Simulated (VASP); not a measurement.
# InPd (Pm-3m) in VASP: a series of runs, part 2 of 2

VASP 6.6.1. The steps go on from the part before.

## 6. Relaxation of cell and atoms, PBEsol

This run uses another cell than the first one, of 17.51 Å³/atom, 0.950 times its volume.

Contents of INCAR:

```
SYSTEM = InPd
PREC = Accurate ; ENCUT = 600
EDIFF = 1E-6 ; ISMEAR = -1
SIGMA = 0.05 ; LREAL = .False.
LASPH = .True. ; NELM = 80
ALGO = Normal ; ISIF = 3
LWAVE = .False. ; LCHARG = .False.
GGA = PS ; IBRION = 2
NSW = 60 ; EDIFFG = -0.01
```

Contents of KPOINTS:

```
Automatic mesh
0
Gamma
  8 8 8
  0 0 0
```

Contents of POSCAR:

```
InPd
1.0
    3.2718847800      0.0000000000      0.0000000000
    0.0000000000      3.2718847800      0.0000000000
    0.0000000000      0.0000000000      3.2718847800
In Pd
1 1
Direct
    0.0000000000      0.0000000000      0.0000000000
    0.5000000000      0.5000000000      0.5000000000
```

Potentials or basis: VASP PAW PBE potentials, release 64 (In_d, Pd).

Run with:

```
> cat potpaw_PBE.64/In_d/POTCAR potpaw_PBE.64/Pd/POTCAR > POTCAR
> mpirun -np 1 vasp_std > vasp.out
```

OUTCAR:

```text
SYSTEM = InPd
   PREC = Accurate
   ENCUT = 600
   EDIFF = 1E-6
   ISMEAR = -1
   LREAL = .False.
   LASPH = .True.
   NELM = 80
   ISIF = 3
   GGA = PS
   IBRION = 2
   NSW = 60
   EDIFFG = -0.01

 ion  position               nearest neighbor table
   1  0.000  0.000  0.000-   2 2.83   2 2.83   2 2.83   2 2.83   2 2.83   2 2.83   2 2.83   2 2.83

   2  0.500  0.500  0.500-   1 2.83   1 2.83   1 2.83   1 2.83   1 2.83   1 2.83   1 2.83   1 2.83

  LATTYP: Found a simple cubic cell.
 ALAT       =     3.2718847800

  Lattice vectors:

 A1 = (   3.2718847800,   0.0000000000,   0.0000000000)
 A2 = (   0.0000000000,   3.2718847800,   0.0000000000)
 A3 = (   0.0000000000,   0.0000000000,   3.2718847800)

Analysis of symmetry for initial positions (statically):
=====================================================================
 Subroutine PRICEL returns:
 Original cell was already a primitive cell.

 Routine SETGRP: Setting up the symmetry group for a
 simple cubic supercell.

 Subroutine GETGRP returns: Found 48 space group operations
 (whereof 48 operations were pure point group operations)
 out of a pool of 48 trial point group operations.

The static configuration has the point symmetry O_h .

Analysis of symmetry for dynamics (positions and initial velocities):
=====================================================================
 Subroutine PRICEL returns:
 Original cell was already a primitive cell.

 Routine SETGRP: Setting up the symmetry group for a
 simple cubic supercell.

 Subroutine GETGRP returns: Found 48 space group operations
 (whereof 48 operations were pure point group operations)
 out of a pool of 48 trial point group operations.

The dynamic configuration has the point symmetry O_h .

 Subroutine INISYM returns: Found 48 space group operations
 (whereof 48 operations are pure point group operations),
 and found     1 'primitive' translations

[... 126 lines left out ...]
 non-spin polarized calculation
  energy-cutoff  :      600.00
  volume of cell :       35.03
 maximum number of plane-waves:      1189
 NGX is ok and might be reduce to    28
   NGX = 13   NGY = 13   NGZ = 13

--------------------------------------- Ionic step        1  -------------------------------------------

 number of electron      23.0000010 magnetization

 Free energy of the ion-electron system (eV)
  ---------------------------------------------------
  ext. energy  EPLUGINS =         0.00000000
  ---------------------------------------------------
  free energy    TOTEN  =        -9.99873429 eV

  energy without entropy =       -9.98854308  energy(sigma->0) =       -9.99363869

------------------------ aborting loop because EDIFF is reached ----------------------------------------

  FORCE on cell =-STRESS in cart. coord.  units (eV):
  Direction    XX          YY          ZZ          XY          YZ          ZX
  --------------------------------------------------------------------------------------
  -------------------------------------------------------------------------------------
  Total       -0.6181269     -0.6181269     -0.6181269     -0.0000000     -0.0000000      0.0000000
  in kB      -28.2744533    -28.2744533    -28.2744533     -0.0000000     -0.0000000      0.0000000
  external PRESSURE =     -28.2744533 kB  Pullay stress =       0.0000000 kB
[... 59 lines left out ...]
--------------------------------------- Ionic step        3  -------------------------------------------

 number of electron      23.0000005 magnetization

 Free energy of the ion-electron system (eV)
  ---------------------------------------------------
  ext. energy  EPLUGINS =         0.00000000
  ---------------------------------------------------
  free energy    TOTEN  =       -10.00571429 eV

  energy without entropy =       -9.99560841  energy(sigma->0) =      -10.00066135

 E-fermi :  10.5618     XC(G=0): -12.5287

 val. band max:       10.5286580782   @ k =   0.3750   0.3750   0.1250
 cond. band min:      10.6188379093   @ k =   0.5000   0.5000   0.5000
 fundamental gap:      0.0901798311
 Fermi energy:        10.5618496969

 k-point     1 :       0.0000    0.0000    0.0000
  band No.  band energies     occupation
      1      -4.2718      2.00000
      2      -4.2718      2.00000
      3      -3.8311      2.00000
      4      -3.8311      2.00000
      5      -3.8311      2.00000
      6       0.3646      2.00000
      7       6.7445      2.00000
      8       6.7445      2.00000
      9       8.3471      2.00000
     10       8.3471      2.00000
     11       8.3471      2.00000
     12      14.8645      0.00000
     13      14.8645      0.00000
     14      14.8645      0.00000
[... 401 lines left out ...]
      2      -4.0132      2.00000
      3      -4.0011      2.00000
      4      -3.9792      2.00000
      5      -3.6602      2.00000
      6       4.3948      2.00000
      7       6.5683      2.00000
      8       6.9946      2.00000
      9       7.4426      2.00000
     10       8.3513      2.00000
     11       9.0446      2.00000
     12       9.6076      2.00000
     13      12.9612      0.00000
     14      14.2154      0.00000
     15      18.5525      0.00000

 [... further k-points ...]
[... 5 lines left out ...]
  --------------------------------------------------------------------------------------
  -------------------------------------------------------------------------------------
  Total        0.0198837      0.0198837      0.0198837     -0.0000000     -0.0000000      0.0000000
  in kB        0.9297266      0.9297266      0.9297266     -0.0000000     -0.0000000      0.0000000
  external PRESSURE =       0.9297266 kB  Pullay stress =       0.0000000 kB
[... 17 lines left out ...]
  FREE ENERGIE OF THE ION-ELECTRON SYSTEM (eV)
  ---------------------------------------------------
  free  energy   TOTEN  =       -10.0057142949 eV

  energy  without entropy=       -9.9956084113  energy(sigma->0) =      -10.00066135

 reached required accuracy - stopping structural energy minimisation
```

OSZICAR:

```text
N       E                     dE             d eps       ncg     rms          rms(c)
DAV:   1     0.171808256373E+03    0.17181E+03   -0.12617E+04  1057   0.222E+03
DAV:   2    -0.210926653474E+01   -0.17392E+03   -0.17032E+03  1120   0.440E+02
DAV:   3    -0.101341099996E+02   -0.80248E+01   -0.79771E+01  1267   0.977E+01
[... 22 lines left out ...]
DAV:   3    -0.100087992781E+02    0.15105E-01   -0.47566E-02  1373   0.412E+00    0.383E-01
DAV:   4    -0.100059841601E+02    0.28151E-02   -0.78346E-03  1563   0.165E+00    0.326E-01
DAV:   5    -0.100058574769E+02    0.12668E-03   -0.21573E-04  1135   0.166E-01    0.224E-01
DAV:   6    -0.100057145216E+02    0.14296E-03   -0.19458E-04  1238   0.120E-01    0.249E-02
DAV:   7    -0.100057142949E+02    0.22673E-06   -0.68383E-06  1348   0.253E-02
   3 F= -.10005714E+02 E0= -.10000661E+02  d E =-.698000E-02
```

Run time: 86 s. Hardware: 1 thread of Intel Xeon Platinum 8259CL at 2.50GHz (Skylake/Cascade Lake), shared host; peak memory 0.18 GiB.

What came out:

```
Free energy                            : -10.0057 eV
Relaxed volume                         : 17.13 Å³/atom
Relaxed cell                           : a = 3.248 Å, b = 3.248 Å, c = 3.248 Å, α = 90.00°, β = 90.00°, γ = 90.00°
Space group after relaxing (to 0.05 Å) : Pm-3m (No. 221)
Energy gained by relaxing              : 3.5 meV/atom
Ionic steps                            : 3
Pressure after relaxing                : 0.1 GPa
```

The path:
| step | energy change (eV) | largest force (eV/Å) | pressure (GPa) | volume (Å³) |
| --- | --- | --- | --- | --- |
| 1 | 0.0000 | 0.0000 | -2.83 | 35.03 |
| 2 | 0.0012 | 0.0000 | 3.44 | 33.48 |
| 3 | -0.0070 | 0.0000 | 0.09 | 34.27 |

Final structure:
```
In Pd
1.0
     3.24801    0.00000    0.00000
     0.00000    3.24801    0.00000
     0.00000    0.00000    3.24801
In Pd
1 1
Direct
  0.00000 0.00000 0.00000
  0.50000 0.50000 0.50000
```

Levels at points of the mesh, in eV from the Fermi level:
| k point | band 10 | band 11 | band 12 | band 13 | band 14 | band 15 |
| --- | --- | --- | --- | --- | --- | --- |
| (0.00, 0.00, 0.00) | -2.21 | -2.21 | 4.30 | 4.30 | 4.30 | 9.75 |
| (0.50, 0.00, 0.00) | -3.25 | -2.30 | -1.03 | 9.81 | 9.81 | 10.07 |
| (0.50, 0.50, 0.00) | -2.35 | -2.35 | -1.61 | 1.65 | 2.61 | 9.68 |
| (0.50, 0.50, 0.50) | -1.57 | 0.06 | 3.89 | 3.89 | 3.89 | 4.58 |

Caveat: the PAW data sets were made with another functional, which shifts forces and pressure a little; spin-orbit coupling is left out, which moves the levels of the heavy elements.

## 7. Overview

| task | level | potentials or basis | cell | cutoff (eV) | gap on the mesh (eV) | pressure (GPa) | relaxed volume (Å³/atom) |
| --- | --- | --- | --- | --- | --- | --- | --- |
| single point | revPBE | VASP PAW PBE potentials, release 64 (In_d, Pd) | a = 3.328 Å, 2 atoms | 520 | none | 0.0 | - |
| single point | BLYP | VASP PAW PBE potentials, release 64 (In_d, Pd) | a = 3.391 Å, 2 atoms | 520 | none | 0.2 | - |
| single point | r2SCAN | VASP PAW PBE potentials, release 64 (In_d, Pd) | a = 3.267 Å, 2 atoms | 520 | none | 0.6 | - |
| relaxation of cell and atoms | LDA | VASP PAW LDA potentials, release 64 (In_d, Pd) | relaxed from a = 3.272 Å, 2 atoms | 600 | none | -0.1 | 16.68 |
| relaxation of cell and atoms | PBEsol | VASP PAW PBE potentials, release 64 (In_d, Pd) | relaxed from a = 3.272 Å, 2 atoms | 600 | none | 0.1 | 17.13 |

Alike in all rows: no spin polarisation; k mesh 8 × 8 × 8; smearing fermi-dirac 0.05 eV.

Caveats: spin-orbit coupling is left out, which moves the levels of the heavy elements; the PAW data sets were made with another functional, which shifts forces and pressure a little (some runs).

Total energies depend on the potentials used, so only differences within one code and one set of settings carry meaning.
